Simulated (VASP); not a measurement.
# CdSe (ref) (P6_3/mmc) in VASP: notebook

Runs on CdSe (ref). Level: r2SCAN. Tasks: single point.

Program: VASP 6.6.1. These are calculated values, not measurements. Logs are shortened: lines on timing, memory, paths and dates and some standing lists are left out, and cuts for length are marked.

### 1 The cell of the first run

It takes space group P6_3/mmc (No. 194, hexagonal). Conventional cell: a = 4.300 Å, b = 4.300 Å, c = 7.011 Å, α = 90.00°, β = 90.00°, γ = 120.00°. Cd (site symmetry -6m2) has 3 Se at 2.48 Å within 3.3 Å. Within 3.3 Å of Se (site symmetry -6m2) lie 3 Cd at 2.48 Å.

### 2 Single point, r2SCAN

Input file POSCAR:

```
CdSe
1.0
    4.3000000000      0.0000000000      0.0000000000
   -2.1500000000      3.7239092363      0.0000000000
    0.0000000000      0.0000000000      7.0110000000
Cd Se
2 2
Direct
    0.3333333333      0.6666666667      0.0000000000
    0.6666666667      0.3333333333      0.5000000000
    0.3333333333      0.6666666667      0.5000000000
    0.6666666667      0.3333333333      1.0000000000
```

Input file INCAR.step1:

```
ALGO = Normal ; EDIFF = 1E-4
ENCUT = 520 ; GGA = PE
ISMEAR = 0 ; LASPH = T
LCHARG = F ; LREAL = F
LWAVE = T ; NBANDS = 26
NELM = 80 ; PREC = Accurate
SIGMA = 0.1
```

Input file INCAR.step2:

```
ALGO = Normal ; EDIFF = 1E-6
ENCUT = 520 ; ISIF = 2
ISMEAR = 0 ; ISTART = 1
LASPH = T ; LCHARG = F
LMIXTAU = T ; LREAL = F
LWAVE = F ; METAGGA = R2SCAN
NBANDS = 26 ; NELM = 80
PREC = Accurate ; SIGMA = 0.1
```

Input file KPOINTS:

```
k-points
0
Gamma
  6 6 4
```

Potentials or basis: VASP PAW PBE potentials, release 64 (Cd, Se).

The run is started by

```
cat potpaw_PBE.64/Cd/POTCAR potpaw_PBE.64/Se/POTCAR > POTCAR
cp INCAR.step1 INCAR
mpirun -np 1 vasp_std > vasp.out
cp INCAR.step2 INCAR
mpirun -np 1 vasp_std > vasp.out
```

OUTCAR:

```text
EDIFF = 1E-6
   ENCUT = 520
   ISIF = 2
   ISMEAR = 0
   ISTART = 1
   LASPH = T
   LREAL = F
   METAGGA = R2SCAN
   NELM = 80
   PREC = Accurate

 ion  position               nearest neighbor table
   1  0.333  0.667  0.000-   4 2.48   4 2.48   4 2.48
   2  0.667  0.333  0.500-   3 2.48   3 2.48   3 2.48
   3  0.333  0.667  0.500-   2 2.48   2 2.48   2 2.48
   4  0.667  0.333  0.000-   1 2.48   1 2.48   1 2.48

  LATTYP: Found a hexagonal cell.
 ALAT       =     4.3000000000
 C/A-ratio  =     1.6304651163

  Lattice vectors:

 A1 = (   4.3000000000,   0.0000000000,   0.0000000000)
 A2 = (  -2.1500000000,   3.7239092363,   0.0000000000)
 A3 = (   0.0000000000,   0.0000000000,   7.0110000000)

Analysis of symmetry for initial positions (statically):
=====================================================================
 Subroutine PRICEL returns:
 Original cell was already a primitive cell.

 Routine SETGRP: Setting up the symmetry group for a
 hexagonal supercell.

 Subroutine GETGRP returns: Found 24 space group operations
 (whereof 12 operations were pure point group operations)
 out of a pool of 24 trial point group operations.

The static configuration has the point symmetry D_3h.
 The point group associated with its full space group is D_6h.

Analysis of symmetry for dynamics (positions and initial velocities):
=====================================================================
 Subroutine PRICEL returns:
 Original cell was already a primitive cell.

 Routine SETGRP: Setting up the symmetry group for a
 hexagonal supercell.

 Subroutine GETGRP returns: Found 24 space group operations
 (whereof 12 operations were pure point group operations)
 out of a pool of 24 trial point group operations.

The dynamic configuration has the point symmetry D_3h.
 The point group associated with its full space group is D_6h.

 Subroutine INISYM returns: Found 24 space group operations
 (whereof 12 operations are pure point group operations),
 and found     1 'primitive' translations

----------------------------------------------------------------------------------------

                                     Primitive cell

  volume of cell :     112.2658

  direct lattice vectors                    reciprocal lattice vectors
[... 83 lines left out ...]
   LSORBIT =      F    spin-orbit coupling
   LASPH  =      T    aspherical Exc in radial PAW
   ENCUT  =  520.0 eV  38.22 Ry    6.18 a.u.   8.00  8.00 13.04*2*pi/ulx,y,z
   NELM   =     80;   NELMIN=  2; NELMDL=  0     # of ELM steps
   EDIFF  = 0.1E-05   stopping-criterion for ELM
   LREAL  =      F    real-space projection
   EDIFFG = 0.1E-04   stopping-criterion for IOM
   NSW    =      0    number of steps for IOM
   IBRION =     -1    ionic relax: 0-MD 1-quasi-New 2-CG
   NFREE  =      0    steps in history (QN), initial steepest desc. (CG)
   ISIF   =      2    stress and relaxation
   ISYM   =      2    0-nonsym 1-usesym 2-fastsym
   POTIM  = 0.5000    time-step for ionic-motion
   TEBEG  =    0.0;   TEEND  =   0.0 temperature during run
   PSTRESS=    0.0 pullay stress
   NELECT =      36.0000    total number of electrons
   NUPDOWN=      -1.0000    fix difference up-down
   EMIN   =  10.00;   EMAX   =-10.00  energy-range for DOS
   EFERMI =   0.00;   METHOD = LEGACY
   ISMEAR =     0;   SIGMA  =   0.10  broadening in eV -4-tet -1-fermi 0-gaus
   EFERMI_NEDOS =   21; number of points for ismear=-14 and -15
   IALGO  =     38    algorithm
   IMIX   =      4    mixing-type and parameters
     AMIX     =   0.40;   BMIX     =  1.00
     AMIX_MAG =   1.60;   BMIX_MAG =  1.00
  volume/ion in A,a.u.               =      28.07       189.40
  Fermi-wavevector in a.u.,A,eV,Ry     =   1.120538  2.117509 17.083541  1.255605
  Thomas-Fermi vector in A             =   2.257185
   LORBIT       =      0    0 simple, 1 ext, 2 COOP (PROOUT), +10 PAW based schemes
   METAGGA = R2SCAN    functional components
   LHFCALC =     F    Hartree Fock is set to
   AEXX    =    0.0000 exact exchange contribution
   IVDW    =     0    specifies the selected vdW correction
   LEPSILON=     F    determine dielectric tensor
   LRPA    =     F    only Hartree local field effects (RPA)
 non-spin polarized calculation
 Gauss-broadening in eV      SIGMA  =   0.10
  energy-cutoff  :      520.00
  volume of cell :      112.27
 maximum number of plane-waves:      3042
 NGX is ok and might be reduce to    32
   NGX = 15   NGY = 15   NGZ = 27

 number of electron      35.9999999 magnetization

 Free energy of the ion-electron system (eV)
  ---------------------------------------------------
  ext. energy  EPLUGINS =         0.00000000
  ---------------------------------------------------
  free energy    TOTEN  =       -70.92304009 eV

  energy without entropy =      -70.92304009  energy(sigma->0) =      -70.92304009

 E-fermi :   1.0297     XC(G=0):  -9.4031

 val. band max:        0.5512454263   @ k =   0.0000   0.0000   0.0000
 cond. band min:       2.0300348395   @ k =   0.0000   0.0000   0.0000
 fundamental gap:      1.4787894132
 Fermi energy:         1.0297026213

 k-point     1 :       0.0000    0.0000    0.0000
  band No.  band energies     occupation
      1     -12.6034      2.00000
      2     -12.2902      2.00000
      3      -7.9380      2.00000
      4      -7.9380      2.00000
      5      -7.9338      2.00000
      6      -7.9338      2.00000
[... 598 lines left out ...]
     25       9.6678      0.00000
     26       9.6678      0.00000

------------------------ aborting loop because EDIFF is reached ----------------------------------------

  FORCE on cell =-STRESS in cart. coord.  units (eV):
  Direction    XX          YY          ZZ          XY          YZ          ZX
  --------------------------------------------------------------------------------------
  -------------------------------------------------------------------------------------
  Total        6.6348181      6.6348181     -1.2209345      0.0000000     -0.0000000      0.0000000
  in kB       94.6873785     94.6873785    -17.4243035      0.0000000     -0.0000000      0.0000000
  external PRESSURE =      57.3168179 kB  Pullay stress =       0.0000000 kB

 VOLUME and BASIS-vectors are now :
 -----------------------------------------------------------------------------
  energy-cutoff  :      520.00
  volume of cell :      112.27
      direct lattice vectors                 reciprocal lattice vectors
     4.300000000  0.000000000  0.000000000     0.232558140  0.134267504  0.000000000
    -2.150000000  3.723909236  0.000000000     0.000000000  0.268535009  0.000000000
     0.000000000  0.000000000  7.011000000     0.000000000  0.000000000  0.142633005

 POSITION                                       TOTAL-FORCE (eV/Angst)
 -----------------------------------------------------------------------------------
     -0.00000      2.48261      0.00000        -0.000000     -0.000000      0.000000
      2.15000      1.24130      3.50550         0.000000      0.000000      0.000000
     -0.00000      2.48261      3.50550         0.000000     -0.000000      0.000000
      2.15000      1.24130      0.00000        -0.000000      0.000000      0.000000
 -----------------------------------------------------------------------------------
    total drift:                               -0.000000      0.000000      0.000000

  FREE ENERGIE OF THE ION-ELECTRON SYSTEM (eV)
  ---------------------------------------------------
  free  energy   TOTEN  =       -70.9230400868 eV

  energy  without entropy=      -70.9230400868  energy(sigma->0) =      -70.92304009
```

It took 1.9 min on 1 thread of Intel Xeon 6975P-C, shared host; peak memory 0.26 GiB.

What came out:

```
Free energy            : -70.9230 eV
Pressure               : 5.7 GPa
Band gap on the k mesh : 1.48 eV, direct
```

Levels at points of the mesh, in eV from the valence-band top:
| k point | band 14 | band 15 | band 16 | band 17 | band 18 | band 19 | band 20 | band 21 | band 22 | band 23 |
| --- | --- | --- | --- | --- | --- | --- | --- | --- | --- | --- |
| (0.00, 0.00, 0.00) | -0.43 | -0.43 | -0.15 | 0.00 | 0.00 | 1.48 | 1.93 | 6.43 | 6.43 | 7.30 |
| (0.50, 0.00, 0.00) | -4.06 | -2.02 | -1.63 | -1.43 | -0.53 | 3.34 | 4.02 | 5.04 | 6.90 | 7.84 |
| (0.00, 0.00, 0.50) | -1.94 | -0.22 | -0.22 | -0.22 | -0.22 | 2.41 | 2.41 | 6.59 | 6.59 | 6.68 |
| (0.50, 0.00, 0.50) | -4.35 | -1.73 | -1.73 | -0.55 | -0.55 | 3.73 | 3.73 | 4.64 | 4.64 | 8.50 |

Caveat: the PAW data sets were made with another functional, which shifts forces and pressure a little.

### 3 Single point, r2SCAN

This run uses another cell than the first one, of 27.52 Å³/atom, 0.981 times its volume.

Input file POSCAR:

```
CdSe
1.0
    4.5991526253      0.0000000000      0.0000000000
   -2.2995763126      3.9829830094      0.0000000000
    0.0000000000      0.0000000000      6.0093115778
Cd Se
2 2
Direct
    0.3333333333      0.6666666667      0.0000000000
    0.6666666667      0.3333333333      0.5000000000
    0.3333333333      0.6666666667      0.5000000000
    0.6666666667      0.3333333333      1.0000000000
```

Input file INCAR.step1:

```
  ALGO = Normal
  EDIFF = 1E-4
  ENCUT = 520
  GGA = PE
  ISMEAR = 0
  LASPH = True
  LCHARG = False
  LREAL = False
  LWAVE = True
  NBANDS = 26
  NELM = 100
  PREC = Accurate
  SIGMA = 0.02
```

Input file INCAR.step2:

```
  ALGO = Normal
  EDIFF = 1E-6
  ENCUT = 520
  ISIF = 2
  ISMEAR = 0
  ISTART = 1
  LASPH = True
  LCHARG = False
  LMIXTAU = True
  LREAL = False
  LWAVE = False
  METAGGA = R2SCAN
  NBANDS = 26
  NELM = 100
  PREC = Accurate
  SIGMA = 0.02
```

Input file KPOINTS:

```
k-points
0
Gamma
  9 9 6
```

Potentials or basis: VASP PAW PBE potentials, release 64 (Cd, Se).

The run is started by

```
cat potpaw_PBE.64/Cd/POTCAR potpaw_PBE.64/Se/POTCAR > POTCAR
cp INCAR.step1 INCAR
mpirun -np 1 vasp_std > vasp.out
cp INCAR.step2 INCAR
mpirun -np 1 vasp_std > vasp.out
```

OUTCAR:

```text
EDIFF = 1E-6
   ENCUT = 520
   ISIF = 2
   ISMEAR = 0
   ISTART = 1
   LASPH = True
   LREAL = False
   METAGGA = R2SCAN
   NELM = 100
   PREC = Accurate

 ion  position               nearest neighbor table
   1  0.333  0.667  0.000-   4 2.66   4 2.66   4 2.66   3 3.00   3 3.00
   2  0.667  0.333  0.500-   3 2.66   3 2.66   3 2.66   4 3.00   4 3.00
   3  0.333  0.667  0.500-   2 2.66   2 2.66   2 2.66   1 3.00   1 3.00
   4  0.667  0.333  0.000-   1 2.66   1 2.66   1 2.66   2 3.00   2 3.00

  LATTYP: Found a hexagonal cell.
 ALAT       =     4.5991526253
 C/A-ratio  =     1.3066127757

  Lattice vectors:

 A1 = (   4.5991526253,   0.0000000000,   0.0000000000)
 A2 = (  -2.2995763126,   3.9829830094,   0.0000000000)
 A3 = (   0.0000000000,   0.0000000000,   6.0093115778)

Analysis of symmetry for initial positions (statically):
=====================================================================
 Subroutine PRICEL returns:
 Original cell was already a primitive cell.

 Routine SETGRP: Setting up the symmetry group for a
 hexagonal supercell.
[... 171 lines left out ...]

  energy without entropy =      -71.44112580  energy(sigma->0) =      -71.44112580

 E-fermi :   0.9949     XC(G=0):  -9.5455

 val. band max:        0.9089738383   @ k =   0.3333   0.3333   0.5000
 cond. band min:       1.6191368858   @ k =   0.0000   0.0000   0.0000
 fundamental gap:      0.7101630475
 Fermi energy:         0.9948622794

 k-point     1 :       0.0000    0.0000    0.0000
  band No.  band energies     occupation
      1     -12.1656      2.00000
      2     -11.5281      2.00000
      3      -7.4047      2.00000
      4      -7.4047      2.00000
      5      -7.3946      2.00000
      6      -7.3946      2.00000
[... 685 lines left out ...]
     25       9.2914      0.00000
     26       9.2914      0.00000

 [... further k-points ...]

------------------------ aborting loop because EDIFF is reached ----------------------------------------

  FORCE on cell =-STRESS in cart. coord.  units (eV):
  Direction    XX          YY          ZZ          XY          YZ          ZX
  --------------------------------------------------------------------------------------
  -------------------------------------------------------------------------------------
  Total        0.2159051      0.2159051      0.1476849      0.0000000      0.0000000      0.0000000
  in kB        3.1424069      3.1424069      2.1494919      0.0000000      0.0000000      0.0000000
  external PRESSURE =       2.8114352 kB  Pullay stress =       0.0000000 kB

 VOLUME and BASIS-vectors are now :
 -----------------------------------------------------------------------------
  energy-cutoff  :      520.00
  volume of cell :      110.08
      direct lattice vectors                 reciprocal lattice vectors
     4.599152625  0.000000000  0.000000000     0.217431358  0.125534053  0.000000000
    -2.299576313  3.982983009  0.000000000     0.000000000  0.251068106  0.000000000
     0.000000000  0.000000000  6.009311578     0.000000000  0.000000000  0.166408413

 POSITION                                       TOTAL-FORCE (eV/Angst)
 -----------------------------------------------------------------------------------
     -0.00000      2.65532      0.00000        -0.000000     -0.000000      0.000000
      2.29958      1.32766      3.00466         0.000000      0.000000      0.000000
     -0.00000      2.65532      3.00466         0.000000      0.000000      0.000000
      2.29958      1.32766      0.00000         0.000000      0.000000      0.000000
 -----------------------------------------------------------------------------------
    total drift:                               -0.000000      0.000000      0.000000

  FREE ENERGIE OF THE ION-ELECTRON SYSTEM (eV)
  ---------------------------------------------------
  free  energy   TOTEN  =       -71.4411258023 eV

  energy  without entropy=      -71.4411258023  energy(sigma->0) =      -71.44112580
```

OUTCAR.step1:

```text
EDIFF = 1E-4
   ENCUT = 520
   GGA = PE
   ISMEAR = 0
[... 928 lines left out ...]
     -0.00000      2.65532      0.00000        -0.000000     -0.000000      0.000000
      2.29958      1.32766      3.00466        -0.000000      0.000000      0.000000
     -0.00000      2.65532      3.00466        -0.000000     -0.000000      0.000000
      2.29958      1.32766      0.00000         0.000000     -0.000000      0.000000
 -----------------------------------------------------------------------------------
    total drift:                               -0.000000      0.000000      0.000000

  FREE ENERGIE OF THE ION-ELECTRON SYSTEM (eV)
  ---------------------------------------------------
  free  energy   TOTEN  =       -10.5550308022 eV

  energy  without entropy=      -10.5550308022  energy(sigma->0) =      -10.55503080
```

OSZICAR.step1:

```text
N       E                     dE             d eps       ncg     rms          rms(c)
DAV:   1     0.240026202176E+03    0.24003E+03   -0.17182E+04  2496   0.125E+03
DAV:   2     0.144106879960E+01   -0.23859E+03   -0.23050E+03  2748   0.308E+02
DAV:   3    -0.113164097838E+02   -0.12757E+02   -0.12689E+02  2980   0.710E+01
DAV:   4    -0.114196350131E+02   -0.10323E+00   -0.10315E+00  2782   0.608E+00
DAV:   5    -0.114202622356E+02   -0.62722E-03   -0.62718E-03  2846   0.460E-01    0.818E+00
DAV:   6    -0.106013303815E+02    0.81893E+00   -0.13677E+00  2794   0.113E+01    0.670E+00
DAV:   7    -0.105546191692E+02    0.46711E-01   -0.53760E-01  2682   0.374E+00    0.291E+00
DAV:   8    -0.105549035698E+02   -0.28440E-03   -0.49605E-02  2628   0.225E+00    0.395E-01
DAV:   9    -0.105547659642E+02    0.13761E-03   -0.74330E-03  2786   0.970E-01    0.969E-02
DAV:  10    -0.105549299276E+02   -0.16396E-03   -0.89575E-04  2606   0.314E-01    0.732E-02
DAV:  11    -0.105550596237E+02   -0.12970E-03   -0.29112E-04  2270   0.110E-01    0.255E-02
DAV:  12    -0.105550308022E+02    0.28822E-04   -0.77708E-05  1536   0.937E-02
   1 F= -.10555031E+02 E0= -.10555031E+02  d E =-.124362E-14
```

Run time: 4.3 min. Hardware: 1 thread of Intel Xeon 6975P-C, shared host; peak memory 0.33 GiB.

Results:

```
Free energy            : -71.4411 eV
Pressure               : 0.3 GPa
Band gap on the k mesh : 0.71 eV, indirect (least direct gap 0.90 eV)
```

Caveat: the PAW data sets were made with another functional, which shifts forces and pressure a little. A k mesh can miss the band edges.
